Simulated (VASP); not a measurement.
A run of VASP 6.6.1:

Contents of INCAR:

```
SYSTEM = HfO2
  ALGO = Normal
  EDIFF = 1E-6
  EDIFFG = -0.008
  ENCUT = 600
  GGA = PE
  IBRION = 2
  ISIF = 3
  ISMEAR = 0
  LASPH = .TRUE.
  LCHARG = .FALSE.
  LREAL = .FALSE.
  LWAVE = .FALSE.
  NELM = 60
  NSW = 70
  PREC = Accurate
  PSTRESS = -20.0
  SIGMA = 0.02
```

Contents of KPOINTS:

```
k-points
0
G
  6 6 4
  0 0 0
```

File POSCAR:

```
HfO2
1.0
    3.6277381208      0.0000000000      0.0000000000
    0.0000000000      3.6277381208      0.0000000000
    0.0000000000      0.0000000000      5.2981907057
Hf O
2 4
Direct
    0.5000000000      0.5000000000      0.5000000000
    0.0000000000      0.0000000000      0.0000000000
    0.0000000000      0.5000000000      0.6932521145
    0.5000000000      0.0000000000      0.8067478855
    0.5000000000      0.0000000000      0.3067478855
    0.0000000000      0.5000000000      0.1932521145
```

Potentials or basis: VASP PAW PBE potentials, release 64 (Hf_pv, O).

The run is started by

```bash
$ cat potpaw_PBE.64/Hf_pv/POTCAR potpaw_PBE.64/O/POTCAR > POTCAR
$ mpirun -np 1 vasp_std > vasp.out
```

Hardware: 1 thread of AMD EPYC 7R43 64-Core Processor (Zen 3) (shared host).

**Question.** Estimate the wall time of this run.

**Answer.** Run time: 5.4 min on 1 thread of AMD EPYC 7R43 64-Core Processor (Zen 3), on a shared host, peak memory 0.2 GiB. Counts: scf iterations 48, k points 30, ion steps 5.
